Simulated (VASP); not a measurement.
# CuSi16 (a cell with a defect): single point with PBE

System: CuSi16 (a cell with a defect).

```
Si Cu
1.0
     0.00000    5.43000    5.43000
     5.43000    0.00000    5.43000
     5.43000    5.43000    0.00000
Si Cu
16 1
Direct
  0.01315 0.99684 0.99265
  0.11724 0.13247 0.12530
  0.01341 0.99693 0.49762
  0.13906 0.12011 0.62074
  0.96170 0.51243 0.01294
  0.11738 0.62447 0.12501
  0.01349 0.49207 0.49737
  0.11741 0.62459 0.63328
  0.50513 0.00416 0.99562
  0.63873 0.11853 0.12345
  0.51255 0.99545 0.49641
  0.63898 0.11867 0.61976
  0.50509 0.49434 0.99515
  0.59038 0.63576 0.13686
  0.50539 0.49455 0.50523
  0.63904 0.62248 0.61940
  0.33280 0.38804 0.88933
```

```yaml
Program: VASP 6.6.1
Task: single point
Functional: PBE
Potentials_or_basis: VASP PAW PBE potentials, release 64 (Si, Cu)
Cutoff: 520 eV
k_mesh: 2 × 2 × 2
Occupations: fermi-dirac, width 0.05 eV
Spin: no spin polarisation
Dipole_correction: no
Charge: 1
Further_INCAR_settings: LREAL = Auto; ALGO = Normal; EDIFF = 1e-06; NBANDS = 52; NELECT = 74.0
```

```json
{"Largest force": "0.019 eV/Å"}
```

Forces on the atoms (eV/Å):
```
Si   0.005  0.001 -0.004
Si  -0.001  0.001 -0.002
Si   0.003 -0.004 -0.005
Si  -0.005  0.002  0.005
Si   0.011 -0.001 -0.013
Si   0.000  0.002  0.001
Si   0.005 -0.004 -0.004
Si  -0.010 -0.002  0.008
Si  -0.002  0.002 -0.007
Si  -0.002 -0.001  0.003
Si   0.004 -0.002 -0.003
Si  -0.001 -0.001  0.001
Si   0.009  0.003  0.002
Si  -0.004  0.004  0.005
Si   0.001 -0.009 -0.003
Si  -0.002  0.000  0.002
Cu  -0.010  0.010  0.012
```

Levels at points of the mesh, in eV from the Fermi level:
```
           k point  band 34  band 35  band 36  band 37  band 38  band 39  band 40  band 41
(0.00, 0.00, 0.00)    -0.89    -0.66    -0.20    -0.20     0.16     0.60     0.60     0.63
(0.50, 0.00, 0.00)    -0.93    -0.92    -0.73    -0.73     0.41     1.25     1.33     1.33
(0.00, 0.50, 0.00)    -0.91    -0.85    -0.77    -0.69     0.57     1.08     1.28     1.32
(0.00, 0.00, 0.50)    -0.90    -0.85    -0.77    -0.68     0.57     1.08     1.28     1.32
(0.50, 0.50, 0.50)    -0.90    -0.85    -0.77    -0.68     0.57     1.08     1.28     1.32
(0.50, 0.50, 0.00)    -1.53    -1.45    -1.42    -0.96     0.66     1.05     2.02     2.06
(0.00, 0.50, 0.50)    -1.53    -1.45    -1.42    -0.97     0.66     1.05     2.02     2.06
(0.50, 0.00, 0.50)    -1.53    -1.45    -1.42    -0.97     0.66     1.05     2.02     2.06
```

Run time: 5 min on 1 thread of AMD EPYC 9R45 96-Core Processor (Zen 5), on a shared host, peak memory 0.46 GiB.

Caveat: the k points lie up to 0.50 Å⁻¹ apart; the cell carries a net charge on a neutralising background, which shifts energy and pressure; the cell is charged against a uniform background, so pressure and absolute levels hang on convention.
